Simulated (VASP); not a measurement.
# BaTiO3 (Pm-3m) in VASP: notebook

The runs below take BaTiO3 through single point, with r2SCAN, PBE0, PBE.

All numbers are computed with VASP 6.6.1; they aren't measurements. Logs are shortened: lines on timing, memory, paths and dates and some standing lists are left out, and cuts for length are marked.

### 1 The cell of the first run

Symmetry: Pm-3m, No. 221, cubic system. The conventional cell has a = 3.994 Å, b = 3.994 Å, c = 3.994 Å, α = 90.00°, β = 90.00°, γ = 90.00°. Ba (site symmetry m-3m) has 12 O at 2.82 Å and 8 Ti at 3.46 Å within 3.7 Å. Ti (site symmetry m-3m) has 6 O at 2.00 Å within 2.6 Å. Within 2.6 Å of O (site symmetry 4/mmm) lie 2 Ti at 2.00 Å.

### 2 Single point, r2SCAN

POSCAR

```
BaTiO3
1.0
    3.9940964053      0.0000000000      0.0000000000
    0.0000000000      3.9940964053      0.0000000000
    0.0000000000      0.0000000000      3.9940964053
Ba Ti O
1 1 3
Direct
    0.0000000000      0.0000000000      0.0000000000
    0.5000000000      0.5000000000      0.5000000000
    0.5000000000      0.0000000000      0.5000000000
    0.5000000000      0.5000000000      0.0000000000
    0.0000000000      0.5000000000      0.5000000000
```

INCAR.step1

```
ALGO = Normal
EDIFF = 1E-5
ENCUT = 1480
GGA = PE
GGA_COMPAT = False
ISMEAR = 0
LASPH = True
LCHARG = False
LREAL = False
LWAVE = True
NBANDS = 28
NELM = 120
PREC = Accurate
SIGMA = 0.01
```

INCAR.step2

```
ALGO = Normal
EDIFF = 1E-6
ENCUT = 1480
GGA_COMPAT = False
ISIF = 2
ISMEAR = 0
ISTART = 1
LASPH = True
LCHARG = False
LMIXTAU = True
LREAL = False
LWAVE = False
METAGGA = R2SCAN
NBANDS = 28
NELM = 120
PREC = Accurate
SIGMA = 0.01
```

KPOINTS

```
k-points
0
Gamma
  6 6 6
```

Potentials or basis: VASP PAW PBE potentials, release 64 (Ba_sv, Ti_sv, O_h).

Launch:

```bash
$ cat potpaw_PBE.64/Ba_sv/POTCAR potpaw_PBE.64/Ti_sv/POTCAR potpaw_PBE.64/O_h/POTCAR > POTCAR
$ cp INCAR.step1 INCAR
$ mpirun -np 1 vasp_std > vasp.out
$ cp INCAR.step2 INCAR
$ mpirun -np 1 vasp_std > vasp.out
```

OUTCAR:

```text
EDIFF = 1E-6
   ENCUT = 1480
   ISIF = 2
   ISMEAR = 0
   ISTART = 1
   LASPH = True
   LREAL = False
   METAGGA = R2SCAN
   NELM = 120
   PREC = Accurate

 ion  position               nearest neighbor table
   1  0.000  0.000  0.000-   3 2.82   4 2.82   5 2.82   3 2.82   5 2.82   4 2.82   5 2.82   5 2.82
                             3 2.82   4 2.82   3 2.82   4 2.82   2 3.46   2 3.46   2 3.46   2 3.46
   2  0.500  0.500  0.500-   3 2.00   4 2.00   5 2.00   4 2.00   3 2.00   5 2.00   1 3.46   1 3.46
                             1 3.46   1 3.46   1 3.46   1 3.46   1 3.46   1 3.46
   3  0.500  0.000  0.500-   2 2.00   2 2.00   1 2.82   1 2.82   1 2.82   1 2.82
   4  0.500  0.500  0.000-   2 2.00   2 2.00   1 2.82   1 2.82   1 2.82   1 2.82
   5  0.000  0.500  0.500-   2 2.00   2 2.00   1 2.82   1 2.82   1 2.82   1 2.82

  LATTYP: Found a simple cubic cell.
 ALAT       =     3.9940964053

  Lattice vectors:

 A1 = (   3.9940964053,   0.0000000000,   0.0000000000)
 A2 = (   0.0000000000,   3.9940964053,   0.0000000000)
 A3 = (   0.0000000000,   0.0000000000,   3.9940964053)

Analysis of symmetry for initial positions (statically):
=====================================================================
 Subroutine PRICEL returns:
 Original cell was already a primitive cell.

 Routine SETGRP: Setting up the symmetry group for a
 simple cubic supercell.

 Subroutine GETGRP returns: Found 48 space group operations
 (whereof 48 operations were pure point group operations)
 out of a pool of 48 trial point group operations.

The static configuration has the point symmetry O_h .

Analysis of symmetry for dynamics (positions and initial velocities):
=====================================================================
 Subroutine PRICEL returns:
 Original cell was already a primitive cell.

 Routine SETGRP: Setting up the symmetry group for a
 simple cubic supercell.

 Subroutine GETGRP returns: Found 48 space group operations
 (whereof 48 operations were pure point group operations)
 out of a pool of 48 trial point group operations.

The dynamic configuration has the point symmetry O_h .

 Subroutine INISYM returns: Found 48 space group operations
 (whereof 48 operations are pure point group operations),
 and found     1 'primitive' translations

----------------------------------------------------------------------------------------
[... 93 lines left out ...]
   NELM   =    120;   NELMIN=  2; NELMDL=  0     # of ELM steps
   EDIFF  = 0.1E-05   stopping-criterion for ELM
   LREAL  =      F    real-space projection
   EDIFFG = 0.1E-04   stopping-criterion for IOM
   NSW    =      0    number of steps for IOM
   IBRION =     -1    ionic relax: 0-MD 1-quasi-New 2-CG
   NFREE  =      0    steps in history (QN), initial steepest desc. (CG)
   ISIF   =      2    stress and relaxation
   ISYM   =      2    0-nonsym 1-usesym 2-fastsym
   POTIM  = 0.5000    time-step for ionic-motion
   TEBEG  =    0.0;   TEEND  =   0.0 temperature during run
   PSTRESS=    0.0 pullay stress
   NELECT =      40.0000    total number of electrons
   NUPDOWN=      -1.0000    fix difference up-down
   EMIN   =  10.00;   EMAX   =-10.00  energy-range for DOS
   EFERMI =   0.00;   METHOD = LEGACY
   ISMEAR =     0;   SIGMA  =   0.01  broadening in eV -4-tet -1-fermi 0-gaus
   EFERMI_NEDOS =   21; number of points for ismear=-14 and -15
   IALGO  =     38    algorithm
   IMIX   =      4    mixing-type and parameters
     AMIX     =   0.40;   BMIX     =  1.00
     AMIX_MAG =   1.60;   BMIX_MAG =  1.00
  volume/ion in A,a.u.               =      12.74        86.00
  Fermi-wavevector in a.u.,A,eV,Ry     =   1.401768  2.648958 26.734833  1.964955
  Thomas-Fermi vector in A             =   2.524597
   LORBIT       =      0    0 simple, 1 ext, 2 COOP (PROOUT), +10 PAW based schemes
   METAGGA = R2SCAN    functional components
   LHFCALC =     F    Hartree Fock is set to
   AEXX    =    0.0000 exact exchange contribution
   IVDW    =     0    specifies the selected vdW correction
   LEPSILON=     F    determine dielectric tensor
   LRPA    =     F    only Hartree local field effects (RPA)
 non-spin polarized calculation
 Gauss-broadening in eV      SIGMA  =   0.01
  energy-cutoff  :     1480.00
  volume of cell :       63.72
 maximum number of plane-waves:      8262
   NGX = 25   NGY = 25   NGZ = 25

 number of electron      40.0000000 magnetization

 Free energy of the ion-electron system (eV)
  ---------------------------------------------------
  ext. energy  EPLUGINS =         0.00000000
  ---------------------------------------------------
  free energy    TOTEN  =       -74.27496551 eV

  energy without entropy =      -74.27496551  energy(sigma->0) =      -74.27496551

 E-fermi :   4.1051     XC(G=0): -11.9585

 val. band max:        3.9345631477   @ k =   0.5000   0.5000   0.5000
 cond. band min:       6.0914940947   @ k =   0.0000   0.0000   0.0000
 fundamental gap:      2.1569309470
 Fermi energy:         4.1051303495

 k-point     1 :       0.0000    0.0000    0.0000
  band No.  band energies     occupation
      1     -54.9144      2.00000
      2     -30.0764      2.00000
      3     -30.0764      2.00000
      4     -30.0764      2.00000
      5     -21.5160      2.00000
      6     -13.9349      2.00000
[... 609 lines left out ...]
     27      12.1086      0.00000
     28      12.1087      0.00000

------------------------ aborting loop because EDIFF is reached ----------------------------------------

  FORCE on cell =-STRESS in cart. coord.  units (eV):
  Direction    XX          YY          ZZ          XY          YZ          ZX
  --------------------------------------------------------------------------------------
  -------------------------------------------------------------------------------------
  Total        0.6775594      0.6775594      0.6775594     -0.0000000      0.0000000     -0.0000000
  in kB       17.0373599     17.0373599     17.0373599     -0.0000000      0.0000000     -0.0000000
  external PRESSURE =      17.0373599 kB  Pullay stress =       0.0000000 kB

 VOLUME and BASIS-vectors are now :
 -----------------------------------------------------------------------------
  energy-cutoff  :     1480.00
  volume of cell :       63.72
      direct lattice vectors                 reciprocal lattice vectors
     3.994096405  0.000000000  0.000000000     0.250369520  0.000000000  0.000000000
     0.000000000  3.994096405  0.000000000     0.000000000  0.250369520  0.000000000
     0.000000000  0.000000000  3.994096405     0.000000000  0.000000000  0.250369520

 POSITION                                       TOTAL-FORCE (eV/Angst)
 -----------------------------------------------------------------------------------
      0.00000      0.00000      0.00000         0.000000      0.000000      0.000000
      1.99705      1.99705      1.99705         0.000000      0.000000      0.000000
      1.99705      0.00000      1.99705         0.000000      0.000000      0.000000
      1.99705      1.99705      0.00000         0.000000      0.000000      0.000000
      0.00000      1.99705      1.99705         0.000000      0.000000      0.000000
 -----------------------------------------------------------------------------------
    total drift:                                0.000000     -0.000000      0.000000

  FREE ENERGIE OF THE ION-ELECTRON SYSTEM (eV)
  ---------------------------------------------------
  free  energy   TOTEN  =       -74.2749655102 eV

  energy  without entropy=      -74.2749655102  energy(sigma->0) =      -74.27496551
```

Run time: 7.1 min. Hardware: 1 thread of Intel Xeon Platinum 8488C (Sapphire Rapids), shared host; peak memory 0.51 GiB.

What came out:

- Free energy: -74.2750 eV
- Pressure: 1.7 GPa
- Band gap on the k mesh: 2.16 eV (least direct gap 2.30 eV)

Caveat: the PAW data sets were made with another functional, which shifts forces and pressure a little; spin-orbit coupling is left out, which moves the levels of the heavy elements. A k mesh can miss the band edges.

(Part 1 of 2 ends here.)
